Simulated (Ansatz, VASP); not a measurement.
Ge: VASP beside Ansatz

INCAR

```
SYSTEM = Ge
  PREC = Accurate
  ENCUT = 520
  EDIFF = 1E-7
  ISMEAR = 0
  SIGMA = 0.1
  LREAL = .False.
  LASPH = .True.
  NELM = 60
  ALGO = Normal
  ISIF = 2
  LWAVE = .False.
  LCHARG = .False.
  GGA = PS
  NBANDS = 21
```

The input KPOINTS:

```
Automatic mesh
0
Gamma
  6 6 6
  0 0 0
```

File POSCAR:

```
Ge
1.0
    0.0000000000      2.8378823614      2.8378823614
    2.8378823614      0.0000000000      2.8378823614
    2.8378823614      2.8378823614      0.0000000000
Ge
2
Direct
    0.0000000000      0.0000000000      0.0000000000
    0.2500000000      0.2500000000      0.2500000000
```

Input for Ansatz:

```yaml
crystal:
  lattice:
    - [0.0, 2.8378823614, 2.8378823614]
    - [2.8378823614, 0.0, 2.8378823614]
    - [2.8378823614, 2.8378823614, 0.0]
  atoms:
    - { symbol: Ge, position: [0.0, 0.0, 0.0] }
    - { symbol: Ge, position: [0.25, 0.25, 0.25] }
basis:
  ecutwfc: 420
kpoints:
  mp_grid: { grid: [6, 6, 6] }
  band_path:
    path:
      - [0.0, 0.0, 0.0]
      - [0.5, 0.0, 0.5]
      - [0.625, 0.25, 0.625]
      - [0.375, 0.375, 0.75]
      - [0.5, 0.5, 0.5]
      - [0.5, 0.25, 0.75]
    npoints: 1
hamiltonian:
  xc: pbesol
scf:
  occupations: { method: gaussian, width: 0.1 }
  n_extra_bands: 4
output:
  forces: true
  stress: true
  eigenvalues: true
```

Alike in both runs: task single point; functional PBEsol; k mesh 6 × 6 × 6; occupations gaussian, width 0.1 eV; no spin polarisation.

```csv
,VASP,Ansatz
version,VASP 6.6.1,Ansatz 0.2.0
potentials or method,"VASP PAW PBE potentials, release 64 (Ge_d), cutoff 520 eV","scalar-relativistic, plane waves, PAW"
valence electrons in the cell,28,28
```

Ansatz gave:

- gap on the k mesh at the Fermi level (eV): none
- pressure (GPa): 0.1

Q: Which values does VASP return?

A: gap on the k mesh at the Fermi level (eV): none; pressure (GPa): 0.0.

VASP's potentials were made for PBE, not for PBEsol. A gap of «none» marks a metal or a gap that the smearing closes.
